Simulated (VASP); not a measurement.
# K (Im-3m) in VASP: single point with HSE06

Aim: the single point of K with HSE06.

Everything below comes from runs of VASP 6.6.1. Logs are shortened: lines on timing, memory, paths and dates and some standing lists are left out, and cuts for length are marked.

### Step 1. The cell of the first run

The structure is cubic, space group Im-3m (No. 229). The conventional cell has a = 5.200 Å, b = 5.200 Å, c = 5.200 Å, α = 90.00°, β = 90.00°, γ = 90.00°.

### Step 2. Single point, HSE06

Contents of POSCAR:

```
K
1.0
   -2.6000000000      2.6000000000      2.6000000000
    2.6000000000     -2.6000000000      2.6000000000
    2.6000000000      2.6000000000     -2.6000000000
K
1
Direct
    0.0000000000      0.0000000000      0.0000000000
```

Contents of INCAR.step1:

```
SYSTEM = K
PREC = Accurate ; ENCUT = 520
EDIFF = 1E-5 ; ISMEAR = -1
SIGMA = 0.05 ; LREAL = .False.
LASPH = .True. ; NELM = 80
ALGO = Normal ; ISIF = 2
LWAVE = .True. ; LCHARG = .False.
GGA = PE ; NBANDS = 10
KPAR = 2
```

Contents of INCAR.step2:

```
SYSTEM = K
PREC = Accurate ; ENCUT = 520
EDIFF = 1E-6 ; ISMEAR = -1
SIGMA = 0.05 ; LREAL = .False.
LASPH = .True. ; NELM = 80
ALGO = Normal ; ISIF = 2
LWAVE = .False. ; LCHARG = .False.
GGA = PE ; LHFCALC = .True.
HFSCREEN = 0.2079 ; PRECFOCK = Normal
ISTART = 1 ; NBANDS = 10
KPAR = 2
```

Contents of KPOINTS:

```
regular mesh
0
Gamma
  8 8 8
  0 0 0
```

Potentials or basis: VASP PAW PBE potentials, release 64 (K_sv).

Launch:

```sh
$ cat potpaw_PBE.64/K_sv/POTCAR > POTCAR
$ cp INCAR.step1 INCAR
$ mpirun -np 2 vasp_std > vasp.out
$ cp INCAR.step2 INCAR
$ mpirun -np 2 vasp_std > vasp.out
```

OUTCAR:

```text
SYSTEM = K
   PREC = Accurate
   ENCUT = 520
   EDIFF = 1E-6
   ISMEAR = -1
   LREAL = .False.
   LASPH = .True.
   NELM = 80
   ISIF = 2
   GGA = PE
   LHFCALC = .True.
   HFSCREEN = 0.2079
   PRECFOCK = Normal
   ISTART = 1

 ion  position               nearest neighbor table
   1  0.000  0.000  0.000-

  LATTYP: Found a body centered cubic cell.
 ALAT       =     5.2000000000

  Lattice vectors:

 A1 = (  -2.6000000000,   2.6000000000,   2.6000000000)
 A2 = (   2.6000000000,  -2.6000000000,   2.6000000000)
 A3 = (   2.6000000000,   2.6000000000,  -2.6000000000)

Analysis of symmetry for initial positions (statically):
=====================================================================
 Subroutine PRICEL returns:
 Original cell was already a primitive cell.

 Routine SETGRP: Setting up the symmetry group for a
 body centered cubic supercell.

 Subroutine GETGRP returns: Found 48 space group operations
 (whereof 48 operations were pure point group operations)
 out of a pool of 48 trial point group operations.

The static configuration has the point symmetry O_h .

Analysis of symmetry for dynamics (positions and initial velocities):
=====================================================================
 Subroutine PRICEL returns:
 Original cell was already a primitive cell.

 Routine SETGRP: Setting up the symmetry group for a
 body centered cubic supercell.

 Subroutine GETGRP returns: Found 48 space group operations
 (whereof 48 operations were pure point group operations)
 out of a pool of 48 trial point group operations.

The dynamic configuration has the point symmetry O_h .

 Subroutine INISYM returns: Found 48 space group operations
 (whereof 48 operations are pure point group operations),
 and found     1 'primitive' translations

----------------------------------------------------------------------------------------

                                     Primitive cell

  volume of cell :      70.3040

  direct lattice vectors                    reciprocal lattice vectors
    -2.600000000  2.600000000  2.600000000     0.000000000  0.192307692  0.192307692
     2.600000000 -2.600000000  2.600000000     0.192307692  0.000000000  0.192307692
     2.600000000  2.600000000 -2.600000000     0.192307692  0.192307692  0.000000000

  length of vectors
     4.503332100  4.503332100  4.503332100     0.271964147  0.271964147  0.271964147

  position of ions in fractional coordinates (direct lattice)
     0.000000000  0.000000000  0.000000000

  ion indices of the primitive-cell ions
   primitive index   ion index
                 1           1

----------------------------------------------------------------------------------------

 KPOINTS: regular mesh

Automatic generation of k-mesh.
 Grid dimensions read from file:
 generate k-points for:    8    8    8

 Generating k-lattice:

  Cartesian coordinates                     Fractional coordinates (reciprocal lattice)
     0.000000000  0.024038462  0.024038462     0.125000000  0.000000000  0.000000000
     0.024038462  0.000000000  0.024038462     0.000000000  0.125000000  0.000000000
     0.024038462  0.024038462  0.000000000     0.000000000  0.000000000  0.125000000

  Length of vectors
     0.033995518  0.033995518  0.033995518

  Shift w.r.t. Gamma in fractional coordinates (k-lattice)
     0.000000000  0.000000000  0.000000000

 Subroutine IBZKPT returns following result:
 ===========================================

 Found     29 irreducible k-points:

 Following reciprocal coordinates:
            Coordinates               Weight
  0.000000  0.000000  0.000000      1.000000
  0.125000  0.000000  0.000000     12.000000
  0.250000  0.000000  0.000000     12.000000
  0.375000  0.000000  0.000000     12.000000
  0.500000  0.000000  0.000000      6.000000
  0.125000  0.125000  0.000000     24.000000
[... 16 lines left out ...]
 -0.250000  0.250000  0.250000      6.000000
 -0.375000  0.375000  0.250000     24.000000
 [... further k-points ...]
   k-points           NKPTS =     29   k-points in BZ     NKDIM =    512   number of bands    NBANDS=     10
   number of dos      NEDOS =    301   number of ions     NIONS =      1
   total plane-waves  NPLWV =  46656
   dimension x,y,z NGX =    36 NGY =   36 NGZ =   36
   dimension x,y,z NGXF=    72 NGYF=   72 NGZF=   72
   ions per type =               1
   NGX,Y,Z   is equivalent  to a cutoff of  13.29, 13.29, 13.29 a.u.
   NGXF,Y,Z  is equivalent  to a cutoff of  26.58, 26.58, 26.58 a.u.
 SYSTEM =  K
   PREC   = accura    normal or accurate (medium, high low for compatibility)
   ISTART =      1    job   : 0-new  1-cont  2-samecut
   ICHARG =      0    charge: 1-file 2-atom 10-const
   ISPIN  =      1    spin polarized calculation?
   LNONCOLLINEAR =      F non collinear calculations
   LSORBIT =      F    spin-orbit coupling
   LASPH  =      T    aspherical Exc in radial PAW
   ENCUT  =  520.0 eV  38.22 Ry    6.18 a.u.   8.37  8.37  8.37*2*pi/ulx,y,z
   NELM   =     80;   NELMIN=  2; NELMDL=  0     # of ELM steps
   EDIFF  = 0.1E-05   stopping-criterion for ELM
   LREAL  =      F    real-space projection
   EDIFFG = 0.1E-04   stopping-criterion for IOM
   NSW    =      0    number of steps for IOM
   IBRION =     -1    ionic relax: 0-MD 1-quasi-New 2-CG
   NFREE  =      0    steps in history (QN), initial steepest desc. (CG)
   ISIF   =      2    stress and relaxation
   ISYM   =      3    0-nonsym 1-usesym 2-fastsym
   POTIM  = 0.5000    time-step for ionic-motion
   TEBEG  =    0.0;   TEEND  =   0.0 temperature during run
   PSTRESS=    0.0 pullay stress
   NELECT =       9.0000    total number of electrons
   NUPDOWN=      -1.0000    fix difference up-down
   EMIN   =  10.00;   EMAX   =-10.00  energy-range for DOS
   EFERMI =   0.00;   METHOD = LEGACY
   ISMEAR =    -1;   SIGMA  =   0.05  broadening in eV -4-tet -1-fermi 0-gaus
   EFERMI_NEDOS =   21; number of points for ismear=-14 and -15
   IALGO  =     38    algorithm
   IMIX   =      1    mixing-type and parameters
     AMIX     =   0.40;   BMIX     =  1.00
     AMIX_MAG =   1.60;   BMIX_MAG =  1.00
  volume/ion in A,a.u.               =      70.30       474.43
  Fermi-wavevector in a.u.,A,eV,Ry     =   0.825079  1.559174  9.262244  0.680756
  Thomas-Fermi vector in A             =   1.936876
   LORBIT       =      0    0 simple, 1 ext, 2 COOP (PROOUT), +10 PAW based schemes
   GGA     = PE    functional components
   LHFCALC =     T    Hartree Fock is set to
   PRECFOCK=normal    Normal, Fast or Accurate (Low or Medium for compatibility)
   ENCUT4O =  -1.0   cutoff for four orbital integrals eV
   NKREDX  =     1    reduce k-point grid by
   NKREDY  =     1    reduce k-point grid by
   NKREDZ  =     1    reduce k-point grid by
   AEXX    =    0.2500 exact exchange contribution
   HFSCREEN=    0.2079 screening length (either q_TF or 0.3 A-1)
   HFSCREENC=   0.2079 screening length for correlation (either q_TF or 0.3 A-1)
   ENCUTFOCK=  -1.0 apply spherical cutoff to Coloumb kernel
   IVDW    =     0    specifies the selected vdW correction
   LEPSILON=     F    determine dielectric tensor
   LRPA    =     F    only Hartree local field effects (RPA)
 non-spin polarized calculation
  energy-cutoff  :      520.00
  volume of cell :       70.30
 maximum number of plane-waves:      1926
 NGX is ok and might be reduce to    36
  NGX = 28; NGY = 28; NGZ = 28

 number of electron       8.9999999 magnetization

 Free energy of the ion-electron system (eV)
  ---------------------------------------------------
  ext. energy  EPLUGINS =         0.00000000
  ---------------------------------------------------
  free energy    TOTEN  =        -1.10512514 eV

  energy without entropy =       -1.09718284  energy(sigma->0) =       -1.10115399

 E-fermi :   0.0679     XC(G=0):  -4.9493

 val. band max:       -0.0208623619   @ k =   0.2500   0.2500   0.0000
 cond. band min:       0.1538480032   @ k =  -0.3750   0.3750   0.2500
 fundamental gap:      0.1747103652
 Fermi energy:         0.0678605268

 k-point     1 :       0.0000    0.0000    0.0000
  band No.  band energies     occupation
      1     -35.1340      2.00000
      2     -17.2148      2.00000
      3     -17.2148      2.00000
      4     -17.2148      2.00000
      5      -2.5925      2.00000
      6       4.9922      0.00000
      7       4.9922      0.00000
      8       4.9922      0.00000
      9       5.9842      0.00000
     10       5.9842      0.00000

 k-point     2 :       0.1250    0.0000    0.0000
  band No.  band energies     occupation
      1     -35.1333      2.00000
      2     -17.2270      2.00000
      3     -17.2187      2.00000
      4     -17.2148      2.00000
      5      -2.3525      2.00000
      6       4.5677      0.00000
      7       4.7079      0.00000
      8       5.1575      0.00000
      9       5.7092      0.00000
     10       5.9098      0.00000

 k-point     3 :       0.2500    0.0000    0.0000
  band No.  band energies     occupation
      1     -35.1315      2.00000
      2     -17.2557      2.00000
      3     -17.2280      2.00000
      4     -17.2147      2.00000
      5      -1.6617      2.00000
      6       3.3759      0.00000
      7       4.2012      0.00000
      8       5.6407      0.00000
      9       5.7890      0.00000
     10       5.8659      0.00000

 k-point     4 :       0.3750    0.0000    0.0000
  band No.  band energies     occupation
      1     -35.1297      2.00000
      2     -17.2837      2.00000
      3     -17.2373      2.00000
      4     -17.2146      2.00000
      5      -0.6070      2.00000
      6       2.0432      0.00000
      7       3.8218      0.00000
      8       5.7577      0.00000
      9       6.0520      0.00000
     10       6.3979      0.00000

 k-point     5 :       0.5000    0.0000    0.0000
  band No.  band energies     occupation
      1     -35.1289      2.00000
      2     -17.2950      2.00000
      3     -17.2411      2.00000
      4     -17.2145      2.00000
      5       0.5900      0.00006
      6       0.7717      0.00000
      7       3.6867      0.00000
      8       5.6101      0.00000
      9       6.4467      0.00000
     10       6.6549      0.00000

 k-point     6 :       0.1250    0.1250    0.0000
  band No.  band energies     occupation
      1     -35.1320      2.00000
      2     -17.2467      2.00000
      3     -17.2231      2.00000
      4     -17.2176      2.00000
      5      -1.8869      2.00000
      6       3.8822      0.00000
      7       4.1598      0.00000
      8       5.4313      0.00000
      9       5.5286      0.00000
     10       6.1752      0.00000
[... 183 lines left out ...]
 k-point    21 :      -0.3750   -0.3750    0.1250
  band No.  band energies     occupation
      1     -35.1275      2.00000
      2     -17.2726      2.00000
      3     -17.2726      2.00000
      4     -17.2303      2.00000
      5       1.4517      0.00000
      6       1.4517      0.00000
      7       2.1566      0.00000
      8       5.4691      0.00000
      9       5.4691      0.00000
     10       6.0813      0.00000

 k-point    22 :       0.2500    0.2500    0.2500
  band No.  band energies     occupation
      1     -35.1287      2.00000
      2     -17.2534      2.00000
      3     -17.2534      2.00000
      4     -17.2534      2.00000
      5       1.7090      0.00000
      6       1.7090      0.00000
      7       1.7090      0.00000
      8       3.5517      0.00000
      9       6.7643      0.00000
     10       6.7643      0.00000

 k-point    23 :      -0.2500    0.2500    0.2500
  band No.  band energies     occupation
      1     -35.1292      2.00000
      2     -17.2568      2.00000
      3     -17.2422      2.00000
      4     -17.2422      2.00000
      5      -0.8040      2.00000
      6       3.2887      0.00000
      7       4.0361      0.00000
      8       4.0361      0.00000
      9       5.7909      0.00000
     10       5.9624      0.00000

 k-point    24 :      -0.3750    0.3750    0.2500
  band No.  band energies     occupation
      1     -35.1276      2.00000
      2     -17.2743      2.00000
      3     -17.2522      2.00000
      4     -17.2442      2.00000
      5       0.1538      0.30381
      6       2.4032      0.00000
      7       3.8723      0.00000
      8       3.8968      0.00000
      9       5.2518      0.00000
     10       6.5525      0.00000

 [... further k-points ...]

------------------------ aborting loop because EDIFF is reached ----------------------------------------

  FORCE on cell =-STRESS in cart. coord.  units (eV):
  Direction    XX          YY          ZZ          XY          YZ          ZX
  --------------------------------------------------------------------------------------
  -------------------------------------------------------------------------------------
  Total        0.1267747      0.1267747      0.1267747      0.0000000      0.0000000      0.0000000
  in kB        2.8891034      2.8891034      2.8891034      0.0000000      0.0000000      0.0000000
  external PRESSURE =       2.8891034 kB  Pullay stress =       0.0000000 kB

 VOLUME and BASIS-vectors are now :
 -----------------------------------------------------------------------------
  energy-cutoff  :      520.00
  volume of cell :       70.30
      direct lattice vectors                 reciprocal lattice vectors
    -2.600000000  2.600000000  2.600000000     0.000000000  0.192307692  0.192307692
     2.600000000 -2.600000000  2.600000000     0.192307692  0.000000000  0.192307692
     2.600000000  2.600000000 -2.600000000     0.192307692  0.192307692  0.000000000

 POSITION                                       TOTAL-FORCE (eV/Angst)
 -----------------------------------------------------------------------------------
      0.00000      0.00000      0.00000         0.000000     -0.000000     -0.000000
 -----------------------------------------------------------------------------------
    total drift:                                0.000000      0.000000     -0.000000

  FREE ENERGIE OF THE ION-ELECTRON SYSTEM (eV)
  ---------------------------------------------------
  free  energy   TOTEN  =        -1.1051251362 eV

  energy  without entropy=       -1.0971828448  energy(sigma->0) =       -1.10115399
```

Wall time 34 min (2 MPI ranks of Intel Xeon Platinum 8259CL at 2.50GHz (Skylake/Cascade Lake), shared host); peak memory 0.35 GiB.

What came out:

| Quantity | Value |
| --- | --- |
| Free energy | -1.1051 eV |
| Pressure | 0.3 GPa |
| Band gap on the k mesh | zero (an odd number of electrons rules out a gap without spin polarisation) |

Caveat: the PAW data sets were made with another functional, which shifts forces and pressure a little.

The gap in the log of VASP goes by the Fermi energy; the results here count the filled bands.